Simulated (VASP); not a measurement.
YHf2Ta2BiO12, 18 atoms in the cell. The typed cell holds 18 atoms: a = 6.613 Å, b = 6.510 Å, c = 6.317 Å, α = 78.34°, β = 67.15°, γ = 63.28°. 

```yaml
Program: VASP 6.6.1
Task: single point
Functional: PBE
Potentials_or_basis: VASP PAW PBE potentials, release 64 (O, Y_sv, Hf_pv, Ta_pv, Bi_d)
Cutoff: 520 eV
k_mesh: 2 × 2 × 2, shifted
Occupations: gaussian, width 0.1 eV
Spin: no spin polarisation
Dipole_correction: no
Further_INCAR_settings: LREAL = Auto; ALGO = Normal; EDIFF = 1e-06; NBANDS = 85; ISYM = 0
```

Potentials or basis: VASP PAW PBE potentials, release 64 (O, Y_sv, Hf_pv, Ta_pv, Bi_d).

Run with:

```bash
$ cat potpaw_PBE.64/O/POTCAR potpaw_PBE.64/Y_sv/POTCAR potpaw_PBE.64/Hf_pv/POTCAR potpaw_PBE.64/Ta_pv/POTCAR potpaw_PBE.64/Bi_d/POTCAR > POTCAR
$ mpirun -np 1 vasp_std > vasp.out
```

Hardware: 1 thread of Intel(R) Xeon(R) 6975P-C (Granite Rapids), on a shared host.

Estimate the wall time of this run.

It took 110 s on 1 thread of Intel(R) Xeon(R) 6975P-C (Granite Rapids), on a shared host, peak memory 0.37 GiB. Counts: scf iterations 17, k points 4.
